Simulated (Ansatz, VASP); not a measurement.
**One calculation of Zn, two programs**

```
CELL_PARAMETERS angstrom
-1.56904 1.56904 1.56904
1.56904 -1.56904 1.56904
1.56904 1.56904 -1.56904
ATOMIC_POSITIONS crystal
Zn 0.00000 0.00000 0.00000
```

Alike in both runs: task relaxation of cell and atoms; functional LDA; k mesh 12 × 12 × 12; occupations fermi-dirac, width 0.05 eV; no spin polarisation.

```csv
,VASP,Ansatz
version,VASP 6.6.1,Ansatz 0.2.0
potentials or method,"VASP PAW LDA potentials, release 64 (Zn)",Ansatz PAW
plane-wave cutoff (eV),600,420
valence electrons in the cell,12,12
```

Ansatz gave:

```
gap on the k mesh at the Fermi level, each at its own relaxed structure (eV) : none
relaxed volume (Å³/atom)                                                     : 13.63
relaxed cell length with the largest relative difference (Å)                 : 2.607
```

Task: Which values does VASP return?

Result: gap on the k mesh at the Fermi level, each at its own relaxed structure (eV): none; relaxed volume (Å³/atom): 13.71; relaxed cell length with the largest relative difference (Å): 2.612.

LDA's correlation is that of Perdew and Zunger in VASP and of Perdew and Wang (1992) in Ansatz. A gap of «none» marks a metal or a gap that the smearing closes.

Noted on Ansatz's run: the plane-wave basis is chosen anew once the cell has moved, so the energies of steps on either side of that aren't comparable.
